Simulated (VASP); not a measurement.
# SrO (P1) in VASP: single point with PBE

Aim: the single point of SrO with PBE.

Everything below comes from runs of VASP 6.6.1. Logs are shortened: lines on timing, memory, paths and dates and some standing lists are left out, and cuts for length are marked.

### Step 1. The cell of the first run

The typed cell holds 4 atoms: a = 3.553 Å, b = 3.553 Å, c = 6.217 Å, α = 90.00°, β = 90.00°, γ = 120.00°.

### Step 2. Single point, PBE (one atom moved)

INCAR

```
SYSTEM = SrO
  ALGO = Normal
  EDIFF = 1E-6
  ENCUT = 520
  GGA = PE
  ISIF = 2
  ISMEAR = 0
  LASPH = .TRUE.
  LCHARG = .FALSE.
  LREAL = .FALSE.
  LWAVE = .FALSE.
  NBANDS = 24
  NELM = 100
  PREC = Accurate
  SIGMA = 0.02
```

KPOINTS

```
k-points
0
G
  9 9 6
  0 0 0
```

POSCAR

```
SrO
1.0
    3.5532880902      0.0000000000      0.0000000000
   -1.7766440451      3.0772377531      0.0000000000
    0.0000000000      0.0000000000      6.2173039800
Sr O
2 2
Direct
    0.3396642182      0.6503468390      0.2288284439
    0.6666666700      0.3333333300      0.7500000000
    0.0000000000      0.0000000000      0.0000000000
    0.0000000000      0.0000000000      0.5000000000
```

Potentials or basis: VASP PAW PBE potentials, release 64 (Sr_sv, O).

Command:

```sh
$ cat potpaw_PBE.64/Sr_sv/POTCAR potpaw_PBE.64/O/POTCAR > POTCAR
$ mpirun -np 1 vasp_std > vasp.out
```

OUTCAR:

```text
SYSTEM = SrO
   EDIFF = 1E-6
   ENCUT = 520
   GGA = PE
   ISIF = 2
   ISMEAR = 0
   LASPH = .TRUE.
   LREAL = .FALSE.
   NELM = 100
   PREC = Accurate

 ion  position               nearest neighbor table
   1  0.340  0.650  0.229-   3 2.46   3 2.48   3 2.55   4 2.62   4 2.64   4 2.71   2 3.58   2 3.63
                             2 3.64   2 3.80   2 3.85   2 3.86   2 5.03   2 5.05   2 5.13
   2  0.667  0.333  0.750-   3 2.57   4 2.57   3 2.57   4 2.57   3 2.57   4 2.57   1 3.58   1 3.63
                             1 3.64   1 3.80   1 3.85   1 3.86   1 5.03   1 5.05   1 5.13
   3  0.000  0.000  0.000-   1 2.46   1 2.48   1 2.55   2 2.57   2 2.57   2 2.57
   4  0.000  0.000  0.500-   2 2.57   2 2.57   2 2.57   1 2.62   1 2.64   1 2.71

  LATTYP: Found a hexagonal cell.
 ALAT       =     3.5532880902
 C/A-ratio  =     1.7497325919

  Lattice vectors:

 A1 = (   3.5532880902,   0.0000000000,   0.0000000000)
 A2 = (  -1.7766440451,   3.0772377531,   0.0000000000)
 A3 = (   0.0000000000,   0.0000000000,   6.2173039800)

Analysis of symmetry for initial positions (statically):
=====================================================================
 Subroutine PRICEL returns:
 Original cell was already a primitive cell.

 Routine SETGRP: Setting up the symmetry group for a
 hexagonal supercell.

 Subroutine GETGRP returns: Found  1 space group operations
 (whereof  1 operations were pure point group operations)
 out of a pool of 24 trial point group operations.

The static configuration has the point symmetry C_1 .

Analysis of symmetry for dynamics (positions and initial velocities):
=====================================================================
 Subroutine PRICEL returns:
 Original cell was already a primitive cell.

 Routine SETGRP: Setting up the symmetry group for a
 hexagonal supercell.

 Subroutine GETGRP returns: Found  1 space group operations
 (whereof  1 operations were pure point group operations)
 out of a pool of 24 trial point group operations.

The dynamic configuration has the point symmetry C_1 .

 Subroutine INISYM returns: Found  1 space group operations
 (whereof  1 operations are pure point group operations),
 and found     1 'primitive' translations

----------------------------------------------------------------------------------------

                                     Primitive cell

  volume of cell :      67.9819

  direct lattice vectors                    reciprocal lattice vectors
     3.553288090  0.000000000  0.000000000     0.281429475  0.162483383  0.000000000
    -1.776644045  3.077237753  0.000000000     0.000000000  0.324966766  0.000000000
     0.000000000  0.000000000  6.217303980     0.000000000  0.000000000  0.160841420

  length of vectors
     3.553288090  3.553288090  6.217303980     0.324966766  0.324966766  0.160841420

  position of ions in fractional coordinates (direct lattice)
     0.339664218  0.650346839  0.228828444
     0.666666670  0.333333330  0.750000000
     0.000000000  0.000000000  0.000000000
     0.000000000  0.000000000  0.500000000

  ion indices of the primitive-cell ions
   primitive index   ion index
                 1           1
                 2           2
                 3           3
                 4           4

----------------------------------------------------------------------------------------

 KPOINTS: k-points

Automatic generation of k-mesh.
 Grid dimensions read from file:
 generate k-points for:    9    9    6

 Generating k-lattice:

  Cartesian coordinates                     Fractional coordinates (reciprocal lattice)
     0.031269942  0.018053709  0.000000000     0.111111111 -0.000000000  0.000000000
     0.000000000  0.036107418  0.000000000     0.000000000  0.111111111  0.000000000
     0.000000000  0.000000000  0.026806903     0.000000000  0.000000000  0.166666667

  Length of vectors
     0.036107418  0.036107418  0.026806903

  Shift w.r.t. Gamma in fractional coordinates (k-lattice)
     0.000000000  0.000000000  0.000000000

 Subroutine IBZKPT returns following result:
 ===========================================

 Found    244 irreducible k-points:

 Following reciprocal coordinates:
            Coordinates               Weight
  0.000000  0.000000  0.000000      1.000000
  0.111111 -0.000000  0.000000      2.000000
  0.000000  0.111111  0.000000      2.000000
 -0.111111  0.111111  0.000000      2.000000
  0.222222  0.000000  0.000000      2.000000
  0.000000  0.222222  0.000000      2.000000
[... 16 lines left out ...]
  0.333333  0.111111  0.000000      2.000000
 -0.111111  0.444444  0.000000      2.000000
 [... further k-points ...]
   k-points           NKPTS =    244   k-points in BZ     NKDIM =    244   number of bands    NBANDS=     24
   number of dos      NEDOS =    301   number of ions     NIONS =      4
   total plane-waves  NPLWV =  37632
   dimension x,y,z NGX =    28 NGY =   28 NGZ =   48
   dimension x,y,z NGXF=    56 NGYF=   56 NGZF=   96
   ions per type =               2   2
   NGX,Y,Z   is equivalent  to a cutoff of  13.10, 13.10, 12.83 a.u.
   NGXF,Y,Z  is equivalent  to a cutoff of  26.20, 26.20, 25.67 a.u.
 SYSTEM =  SrO
   PREC   = accura    normal or accurate (medium, high low for compatibility)
   ISTART =      0    job   : 0-new  1-cont  2-samecut
   ICHARG =      2    charge: 1-file 2-atom 10-const
   ISPIN  =      1    spin polarized calculation?
   LNONCOLLINEAR =      F non collinear calculations
   LSORBIT =      F    spin-orbit coupling
   LASPH  =      T    aspherical Exc in radial PAW
   ENCUT  =  520.0 eV  38.22 Ry    6.18 a.u.   6.61  6.61 11.56*2*pi/ulx,y,z
   NELM   =    100;   NELMIN=  2; NELMDL= -5     # of ELM steps
   EDIFF  = 0.1E-05   stopping-criterion for ELM
   LREAL  =      F    real-space projection
   EDIFFG = 0.1E-04   stopping-criterion for IOM
   NSW    =      0    number of steps for IOM
   IBRION =     -1    ionic relax: 0-MD 1-quasi-New 2-CG
   NFREE  =      0    steps in history (QN), initial steepest desc. (CG)
   ISIF   =      2    stress and relaxation
   ISYM   =      2    0-nonsym 1-usesym 2-fastsym
   POTIM  = 0.5000    time-step for ionic-motion
   TEBEG  =    0.0;   TEEND  =   0.0 temperature during run
   PSTRESS=    0.0 pullay stress
   NELECT =      32.0000    total number of electrons
   NUPDOWN=      -1.0000    fix difference up-down
   EMIN   =  10.00;   EMAX   =-10.00  energy-range for DOS
   EFERMI =   0.00;   METHOD = LEGACY
   ISMEAR =     0;   SIGMA  =   0.02  broadening in eV -4-tet -1-fermi 0-gaus
   EFERMI_NEDOS =   21; number of points for ismear=-14 and -15
   IALGO  =     38    algorithm
   IMIX   =      4    mixing-type and parameters
     AMIX     =   0.40;   BMIX     =  1.00
     AMIX_MAG =   1.60;   BMIX_MAG =  1.00
  volume/ion in A,a.u.               =      17.00       114.69
  Fermi-wavevector in a.u.,A,eV,Ry     =   1.273484  2.406537 22.065419  1.621763
  Thomas-Fermi vector in A             =   2.406305
   LORBIT       =      0    0 simple, 1 ext, 2 COOP (PROOUT), +10 PAW based schemes
   GGA     = PE    functional components
   LHFCALC =     F    Hartree Fock is set to
   AEXX    =    0.0000 exact exchange contribution
   IVDW    =     0    specifies the selected vdW correction
   LEPSILON=     F    determine dielectric tensor
   LRPA    =     F    only Hartree local field effects (RPA)
 non-spin polarized calculation
 Gauss-broadening in eV      SIGMA  =   0.02
  energy-cutoff  :      520.00
  volume of cell :       67.98
 maximum number of plane-waves:      1865
   NGX = 13   NGY = 13   NGZ = 23

 number of electron      32.0000014 magnetization

 Free energy of the ion-electron system (eV)
  ---------------------------------------------------
  ext. energy  EPLUGINS =         0.00000000
  ---------------------------------------------------
  free energy    TOTEN  =       -23.64023735 eV

  energy without entropy =      -23.64023735  energy(sigma->0) =      -23.64023735

 E-fermi :   2.3489     XC(G=0): -10.0177

 val. band max:        2.2075505069   @ k =   0.0000   0.0000   0.0000
 cond. band min:       5.2516261862   @ k =   0.0000   0.4444   0.0000
 fundamental gap:      3.0440756793
 Fermi energy:         2.3489006342

 k-point     1 :       0.0000    0.0000    0.0000
  band No.  band energies     occupation
      1     -30.7991      2.00000
      2     -30.6841      2.00000
      3     -14.9816      2.00000
      4     -13.3163      2.00000
      5     -12.4890      2.00000
      6     -12.4548      2.00000
[... 16 lines left out ...]
     23       9.6517      0.00000
     24      10.4032      0.00000

 k-point     2 :       0.1111   -0.0000    0.0000
  band No.  band energies     occupation
      1     -30.7829      2.00000
      2     -30.6743      2.00000
      3     -14.9025      2.00000
      4     -13.5946      2.00000
      5     -12.5903      2.00000
      6     -12.5174      2.00000
[... 16 lines left out ...]
     23       9.8243      0.00000
     24      10.1506      0.00000

 k-point     3 :       0.0000    0.1111    0.0000
  band No.  band energies     occupation
      1     -30.7829      2.00000
      2     -30.6742      2.00000
      3     -14.9020      2.00000
      4     -13.5986      2.00000
      5     -12.5841      2.00000
      6     -12.5247      2.00000
[... 16 lines left out ...]
     23       9.7936      0.00000
     24      10.1442      0.00000
[... 514 lines left out ...]
 k-point    23 :       0.3333    0.1111    0.0000
  band No.  band energies     occupation
      1     -30.6618      2.00000
      2     -30.6135      2.00000
      3     -14.8642      2.00000
      4     -13.7272      2.00000
      5     -13.2089      2.00000
      6     -12.8223      2.00000
[... 16 lines left out ...]
     23      11.1166      0.00000
     24      11.5672      0.00000

 k-point    24 :      -0.1111    0.4444    0.0000
  band No.  band energies     occupation
      1     -30.6620      2.00000
      2     -30.6134      2.00000
      3     -14.8626      2.00000
      4     -13.7323      2.00000
      5     -13.2070      2.00000
      6     -12.8226      2.00000
[... 16 lines left out ...]
     23      11.0490      0.00000
     24      11.6330      0.00000

 [... further k-points ...]

------------------------ aborting loop because EDIFF is reached ----------------------------------------

  FORCE on cell =-STRESS in cart. coord.  units (eV):
  Direction    XX          YY          ZZ          XY          YZ          ZX
  --------------------------------------------------------------------------------------
  -------------------------------------------------------------------------------------
  Total        1.1032851      1.1732028      0.9009277      0.0366789      0.1163303     -0.1058535
  in kB       26.0018816     27.6496789     21.2327843      0.8644381      2.7416362     -2.4947225
  external PRESSURE =      24.9614483 kB  Pullay stress =       0.0000000 kB

 VOLUME and BASIS-vectors are now :
 -----------------------------------------------------------------------------
  energy-cutoff  :      520.00
  volume of cell :       67.98
      direct lattice vectors                 reciprocal lattice vectors
     3.553288090  0.000000000  0.000000000     0.281429475  0.162483383  0.000000000
    -1.776644045  3.077237753  0.000000000     0.000000000  0.324966766  0.000000000
     0.000000000  0.000000000  6.217303980     0.000000000  0.000000000  0.160841420

 POSITION                                       TOTAL-FORCE (eV/Angst)
 -----------------------------------------------------------------------------------
      0.05149      2.00127      1.42270        -0.189751      0.201335      1.337713
      1.77664      1.02575      4.66298         0.028306     -0.026035     -1.020721
      0.00000      0.00000      0.00000         0.115284     -0.126673     -0.237366
      0.00000      0.00000      3.10865         0.046160     -0.048627     -0.079626
 -----------------------------------------------------------------------------------
    total drift:                               -0.000161      0.000171      0.000425

  FREE ENERGIE OF THE ION-ELECTRON SYSTEM (eV)
  ---------------------------------------------------
  free  energy   TOTEN  =       -23.6402373545 eV

  energy  without entropy=      -23.6402373545  energy(sigma->0) =      -23.64023735
```

It took 4.1 min on 1 thread of Intel Xeon Platinum 8488C (Sapphire Rapids), shared host; peak memory 0.44 GiB.

Results:

```
Free energy            : -23.6402 eV
Pressure               : 2.5 GPa
Largest force          : 1.366 eV/Å
Band gap on the k mesh : 3.04 eV (least direct gap 3.07 eV)
```

Forces in eV/Å, atoms in the order of the input:
```
Sr  -0.190  0.201  1.338
Sr   0.028 -0.026 -1.021
O    0.115 -0.127 -0.237
O    0.046 -0.049 -0.080
```

Levels at points of the mesh, in eV from the valence-band top:
```csv
k point,band 13,band 14,band 15,band 16,band 17,band 18,band 19,band 20
"(0.00, 0.00, 0.00)",-1.37,-0.50,-0.45,0.00,3.07,4.98,5.18,6.09
"(0.00, 0.00, 0.50)",-1.37,-1.33,-0.54,-0.51,4.64,4.66,5.97,5.99
```

Caveat: the cell differs from its parent crystal (one atom moved); an odd mesh through Γ misses points on the zone boundary, where band edges can lie; forces of over 1 eV/Å act on the atoms, so gaps and moduli don't describe the material at rest.
